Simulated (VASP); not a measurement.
# Ta (Pm-3m) in VASP: single point with PBEsol

Aim: the single point of Ta with PBEsol.

All numbers are computed with VASP 6.6.1; they aren't measurements. Logs are shortened: lines on timing, memory, paths and dates and some standing lists are left out, and cuts for length are marked.

**1. The cell of the first run**

The structure is cubic, space group Pm-3m (No. 221). Conventional cell: a = 2.708 Å, b = 2.708 Å, c = 2.708 Å, α = 90.00°, β = 90.00°, γ = 90.00°. Ta (site symmetry m-3m) has 6 Ta at 2.71 Å within 3.6 Å.

**2. Single point, PBEsol, collinear spin, ferromagnetic start**

INCAR reads:

```
SYSTEM = Ta
PREC = Accurate
ENCUT = 520
EDIFF = 1E-7
ISMEAR = -1
SIGMA = 0.05
LREAL = .False.
LASPH = .True.
NELM = 150
ALGO = Normal
ISIF = 2
LWAVE = .False.
LCHARG = .False.
ISPIN = 2
MAGMOM = 0.2
LORBIT = 11
LMAXMIX = 4
GGA = PS
NBANDS = 16
```

KPOINTS reads:

```
regular mesh
0
Gamma
  14 14 14
  0 0 0
```

POSCAR reads:

```
Ta
1.0
    2.7081013932      0.0000000000      0.0000000000
    0.0000000000      2.7081013932      0.0000000000
    0.0000000000      0.0000000000      2.7081013932
Ta
1
Direct
    0.0000000000      0.0000000000      0.0000000000
```

Potentials or basis: VASP PAW PBE potentials, release 64 (Ta_pv).

Run with:

```bash
> cat potpaw_PBE.64/Ta_pv/POTCAR > POTCAR
> mpirun -np 1 vasp_std > vasp.out
```

OUTCAR:

```text
SYSTEM = Ta
   PREC = Accurate
   ENCUT = 520
   EDIFF = 1E-7
   ISMEAR = -1
   LREAL = .False.
   LASPH = .True.
   NELM = 150
   ISIF = 2
   ISPIN = 2
   LORBIT = 11
   GGA = PS

 ion  position               nearest neighbor table
   1  0.000  0.000  0.000-

  LATTYP: Found a simple cubic cell.
 ALAT       =     2.7081013932

  Lattice vectors:

 A1 = (   2.7081013932,   0.0000000000,   0.0000000000)
 A2 = (   0.0000000000,   2.7081013932,   0.0000000000)
 A3 = (   0.0000000000,   0.0000000000,   2.7081013932)

Analysis of symmetry for initial positions (statically):
=====================================================================
 Subroutine PRICEL returns:
 Original cell was already a primitive cell.

 Routine SETGRP: Setting up the symmetry group for a
 simple cubic supercell.

 Subroutine GETGRP returns: Found 48 space group operations
 (whereof 48 operations were pure point group operations)
 out of a pool of 48 trial point group operations.

The static configuration has the point symmetry O_h .

Analysis of symmetry for dynamics (positions and initial velocities):
=====================================================================
 Subroutine PRICEL returns:
 Original cell was already a primitive cell.

 Routine SETGRP: Setting up the symmetry group for a
 simple cubic supercell.

 Subroutine GETGRP returns: Found 48 space group operations
 (whereof 48 operations were pure point group operations)
 out of a pool of 48 trial point group operations.

The dynamic configuration has the point symmetry O_h .

Analysis of structural, dynamic, and magnetic symmetry:
=====================================================================
 Subroutine PRICEL returns:
 Original cell was already a primitive cell.

 Routine SETGRP: Setting up the symmetry group for a
 simple cubic supercell.

 Subroutine GETGRP returns: Found 48 space group operations
 (whereof 48 operations were pure point group operations)
 out of a pool of 48 trial point group operations.

The overall configuration has the point symmetry O_h .

 Subroutine INISYM returns: Found 48 space group operations
 (whereof 48 operations are pure point group operations),
 and found     1 'primitive' translations

----------------------------------------------------------------------------------------

                                     Primitive cell

  volume of cell :      19.8607

  direct lattice vectors                    reciprocal lattice vectors
     2.708101393  0.000000000  0.000000000     0.369262393  0.000000000  0.000000000
     0.000000000  2.708101393  0.000000000     0.000000000  0.369262393  0.000000000
     0.000000000  0.000000000  2.708101393     0.000000000  0.000000000  0.369262393

  length of vectors
     2.708101393  2.708101393  2.708101393     0.369262393  0.369262393  0.369262393

  position of ions in fractional coordinates (direct lattice)
     0.000000000  0.000000000  0.000000000

  ion indices of the primitive-cell ions
   primitive index   ion index
                 1           1

----------------------------------------------------------------------------------------

 KPOINTS: regular mesh

Automatic generation of k-mesh.
 Grid dimensions read from file:
 generate k-points for:   14   14   14

 Generating k-lattice:

  Cartesian coordinates                     Fractional coordinates (reciprocal lattice)
     0.026375885  0.000000000  0.000000000     0.071428571  0.000000000  0.000000000
     0.000000000  0.026375885  0.000000000     0.000000000  0.071428571  0.000000000
     0.000000000  0.000000000  0.026375885     0.000000000  0.000000000  0.071428571

  Length of vectors
     0.026375885  0.026375885  0.026375885

  Shift w.r.t. Gamma in fractional coordinates (k-lattice)
     0.000000000  0.000000000  0.000000000

 Subroutine IBZKPT returns following result:
 ===========================================

 Found    120 irreducible k-points:

 Following reciprocal coordinates:
            Coordinates               Weight
  0.000000  0.000000  0.000000      1.000000
  0.071429  0.000000  0.000000      6.000000
  0.142857  0.000000  0.000000      6.000000
  0.214286  0.000000  0.000000      6.000000
  0.285714  0.000000  0.000000      6.000000
  0.357143  0.000000  0.000000      6.000000
[... 16 lines left out ...]
  0.285714  0.214286  0.000000     24.000000
  0.357143  0.214286  0.000000     24.000000
 [... further k-points ...]
   k-points           NKPTS =    120   k-points in BZ     NKDIM =    120   number of bands    NBANDS=     16
   number of dos      NEDOS =    301   number of ions     NIONS =      1
   total plane-waves  NPLWV =   8000
   dimension x,y,z NGX =    20 NGY =   20 NGZ =   20
   dimension x,y,z NGXF=    40 NGYF=   40 NGZF=   40
   ions per type =               1
   NGX,Y,Z   is equivalent  to a cutoff of  12.28, 12.28, 12.28 a.u.
   NGXF,Y,Z  is equivalent  to a cutoff of  24.56, 24.56, 24.56 a.u.
 SYSTEM =  Ta
   PREC   = accura    normal or accurate (medium, high low for compatibility)
   ISTART =      0    job   : 0-new  1-cont  2-samecut
   ICHARG =      2    charge: 1-file 2-atom 10-const
   ISPIN  =      2    spin polarized calculation?
   LNONCOLLINEAR =      F non collinear calculations
   LSORBIT =      F    spin-orbit coupling
   LASPH  =      T    aspherical Exc in radial PAW
   ENCUT  =  520.0 eV  38.22 Ry    6.18 a.u.   5.04  5.04  5.04*2*pi/ulx,y,z
   NELM   =    150;   NELMIN=  2; NELMDL= -5     # of ELM steps
   EDIFF  = 0.1E-06   stopping-criterion for ELM
   LREAL  =      F    real-space projection
   EDIFFG = 0.1E-05   stopping-criterion for IOM
   NSW    =      0    number of steps for IOM
   IBRION =     -1    ionic relax: 0-MD 1-quasi-New 2-CG
   NFREE  =      0    steps in history (QN), initial steepest desc. (CG)
   ISIF   =      2    stress and relaxation
   ISYM   =      2    0-nonsym 1-usesym 2-fastsym
   POTIM  = 0.5000    time-step for ionic-motion
   TEBEG  =    0.0;   TEEND  =   0.0 temperature during run
   PSTRESS=    0.0 pullay stress
   NELECT =      11.0000    total number of electrons
   NUPDOWN=      -1.0000    fix difference up-down
   EMIN   =  10.00;   EMAX   =-10.00  energy-range for DOS
   EFERMI =   0.00;   METHOD = LEGACY
   ISMEAR =    -1;   SIGMA  =   0.05  broadening in eV -4-tet -1-fermi 0-gaus
   EFERMI_NEDOS =   21; number of points for ismear=-14 and -15
   IALGO  =     38    algorithm
   IMIX   =      4    mixing-type and parameters
     AMIX     =   0.40;   BMIX     =  1.00
     AMIX_MAG =   1.60;   BMIX_MAG =  1.00
  volume/ion in A,a.u.               =      19.86       134.03
  Fermi-wavevector in a.u.,A,eV,Ry     =   1.344438  2.540620 24.592718  1.807514
  Thomas-Fermi vector in A             =   2.472432
   LORBIT       =     11    0 simple, 1 ext, 2 COOP (PROOUT), +10 PAW based schemes
   GGA     = PS    functional components
   LHFCALC =     F    Hartree Fock is set to
   AEXX    =    0.0000 exact exchange contribution
   IVDW    =     0    specifies the selected vdW correction
   LEPSILON=     F    determine dielectric tensor
   LRPA    =     F    only Hartree local field effects (RPA)
 spin polarized calculation
  energy-cutoff  :      520.00
  volume of cell :       19.86
 maximum number of plane-waves:       554
   NGX = 11   NGY = 11   NGZ = 11

 number of electron      11.0000003 magnetization       0.0004145

 number of electron      11.0000003 magnetization      -0.0000119

 Free energy of the ion-electron system (eV)
  ---------------------------------------------------
  ext. energy  EPLUGINS =         0.00000000
  ---------------------------------------------------
  free energy    TOTEN  =       -11.38740498 eV

  energy without entropy =      -11.37632684  energy(sigma->0) =      -11.38186591

 E-fermi :   4.5895     XC(G=0): -12.1229

 val. band max:        4.5698788859   @ k =   0.5000   0.2143   0.2143
 cond. band min:       4.5928726209   @ k =   0.3571   0.2143   0.2143
 fundamental gap:      0.0229937349
 Fermi energy:         4.5894999241

 spin component 1

 k-point     1 :       0.0000    0.0000    0.0000
  band No.  band energies     occupation
      1     -28.6919      1.00000
      2     -28.6919      1.00000
      3     -28.6919      1.00000
      4      -2.8260      1.00000
      5       1.8461      1.00000
      6       1.8461      1.00000
[... 8 lines left out ...]
     15      27.6729      0.00000
     16      27.6729      0.00000

 k-point     2 :       0.0714    0.0000    0.0000
  band No.  band energies     occupation
      1     -28.7634      1.00000
      2     -28.6860      1.00000
      3     -28.6860      1.00000
      4      -2.6648      1.00000
      5       1.8900      1.00000
      6       2.0138      1.00000
[... 8 lines left out ...]
     15      26.3198      0.00000
     16      28.1606      0.00000

 k-point     3 :       0.1429    0.0000    0.0000
  band No.  band energies     occupation
      1     -28.9598      1.00000
      2     -28.6693      1.00000
      3     -28.6693      1.00000
      4      -2.2168      1.00000
      5       2.0156      1.00000
      6       2.5011      1.00000
[... 8 lines left out ...]
     15      26.1882      0.00000
     16      29.9086      0.00000

 k-point     4 :       0.2143    0.0000    0.0000
  band No.  band energies     occupation
      1     -29.2346      1.00000
      2     -28.6451      1.00000
      3     -28.6451      1.00000
      4      -1.5704      1.00000
      5       2.2048      1.00000
      6       3.2326      1.00000
[... 8 lines left out ...]
     15      26.4973      0.00000
     16      32.3326      0.00000
[... 324 lines left out ...]
 k-point    22 :       0.2143    0.2143    0.0000
  band No.  band energies     occupation
      1     -29.1972      1.00000
      2     -29.1571      1.00000
      3     -28.5992      1.00000
      4      -0.3640      1.00000
      5       2.9725      1.00000
      6       4.1614      0.99981
[... 8 lines left out ...]
     15      28.7305      0.00000
     16      30.6290      0.00000

 k-point    23 :       0.2857    0.2143    0.0000
  band No.  band energies     occupation
      1     -29.4666      1.00000
      2     -29.1428      1.00000
      3     -28.5728      1.00000
      4       0.3023      1.00000
      5       3.1074      1.00000
      6       4.7463      0.04168
[... 8 lines left out ...]
     15      28.8638      0.00000
     16      30.1445      0.00000

 k-point    24 :       0.3571    0.2143    0.0000
  band No.  band energies     occupation
      1     -29.7165      1.00000
      2     -29.1135      1.00000
      3     -28.5488      1.00000
      4       0.9617      1.00000
      5       3.0382      1.00000
      6       4.7254      0.06197
[... 8 lines left out ...]
     15      27.0521      0.00000
     16      31.0076      0.00000

 [... further k-points ...]

 spin component 2

 k-point     1 :       0.0000    0.0000    0.0000
  band No.  band energies     occupation
      1     -28.6920      1.00000
      2     -28.6920      1.00000
      3     -28.6920      1.00000
      4      -2.8260      1.00000
      5       1.8461      1.00000
      6       1.8461      1.00000
[... 8 lines left out ...]
     15      27.6728      0.00000
     16      27.6728      0.00000

 k-point     2 :       0.0714    0.0000    0.0000
  band No.  band energies     occupation
      1     -28.7634      1.00000
      2     -28.6860      1.00000
      3     -28.6860      1.00000
      4      -2.6648      1.00000
      5       1.8899      1.00000
      6       2.0138      1.00000
[... 8 lines left out ...]
     15      26.3197      0.00000
     16      28.1606      0.00000

 k-point     3 :       0.1429    0.0000    0.0000
  band No.  band energies     occupation
      1     -28.9598      1.00000
      2     -28.6693      1.00000
      3     -28.6693      1.00000
      4      -2.2168      1.00000
      5       2.0156      1.00000
      6       2.5011      1.00000
[... 8 lines left out ...]
     15      26.1882      0.00000
     16      29.9086      0.00000

 k-point     4 :       0.2143    0.0000    0.0000
  band No.  band energies     occupation
      1     -29.2346      1.00000
      2     -28.6451      1.00000
      3     -28.6451      1.00000
      4      -1.5705      1.00000
      5       2.2048      1.00000
      6       3.2325      1.00000
[... 8 lines left out ...]
     15      26.4973      0.00000
     16      32.3326      0.00000
[... 324 lines left out ...]
 k-point    22 :       0.2143    0.2143    0.0000
  band No.  band energies     occupation
      1     -29.1972      1.00000
      2     -29.1571      1.00000
      3     -28.5993      1.00000
      4      -0.3640      1.00000
      5       2.9725      1.00000
      6       4.1614      0.99981
[... 8 lines left out ...]
     15      28.7304      0.00000
     16      30.6290      0.00000

 k-point    23 :       0.2857    0.2143    0.0000
  band No.  band energies     occupation
      1     -29.4666      1.00000
      2     -29.1428      1.00000
      3     -28.5728      1.00000
      4       0.3023      1.00000
      5       3.1074      1.00000
      6       4.7462      0.04169
[... 8 lines left out ...]
     15      28.8637      0.00000
     16      30.1445      0.00000

 k-point    24 :       0.3571    0.2143    0.0000
  band No.  band energies     occupation
      1     -29.7165      1.00000
      2     -29.1135      1.00000
      3     -28.5488      1.00000
      4       0.9617      1.00000
      5       3.0382      1.00000
      6       4.7253      0.06199
[... 8 lines left out ...]
     15      27.0521      0.00000
     16      31.0076      0.00000

 [... further k-points ...]
[... 5 lines left out ...]
  --------------------------------------------------------------------------------------
  -------------------------------------------------------------------------------------
  Total        0.0232828      0.0232828      0.0232828      0.0000000     -0.0000000      0.0000000
  in kB        1.8782398      1.8782398      1.8782398      0.0000000     -0.0000000      0.0000000
  external PRESSURE =       1.8782398 kB  Pullay stress =       0.0000000 kB

 VOLUME and BASIS-vectors are now :
 -----------------------------------------------------------------------------
  energy-cutoff  :      520.00
  volume of cell :       19.86
      direct lattice vectors                 reciprocal lattice vectors
     2.708101393  0.000000000  0.000000000     0.369262393  0.000000000  0.000000000
     0.000000000  2.708101393  0.000000000     0.000000000  0.369262393  0.000000000
     0.000000000  0.000000000  2.708101393     0.000000000  0.000000000  0.369262393

 POSITION                                       TOTAL-FORCE (eV/Angst)
 -----------------------------------------------------------------------------------
      0.00000      0.00000      0.00000         0.000000      0.000000      0.000000
 -----------------------------------------------------------------------------------
    total drift:                                0.000000      0.000000      0.000000

  FREE ENERGIE OF THE ION-ELECTRON SYSTEM (eV)
  ---------------------------------------------------
  free  energy   TOTEN  =       -11.3874049848 eV

  energy  without entropy=      -11.3763268443  energy(sigma->0) =      -11.38186591

 total charge

# of ion       s       p       d       tot
------------------------------------------
    1        0.422   6.107   2.486   9.015

 magnetization (x)

# of ion       s       p       d       tot
------------------------------------------
    1       -0.000  -0.000  -0.000  -0.000
```

It took 45 s on 1 thread of Intel Xeon Platinum 8488C (Sapphire Rapids), shared host; peak memory 0.17 GiB.

Results:

* Free energy: -11.3874 eV
* Pressure: 0.2 GPa
* Net moment: 0.00 μB per cell
* Valence electrons inside the program's atomic spheres: Ta 9.02

Caveat: the PAW data sets were made with another functional, which shifts forces and pressure a little; spin-orbit coupling is left out, which moves the levels of the heavy elements.
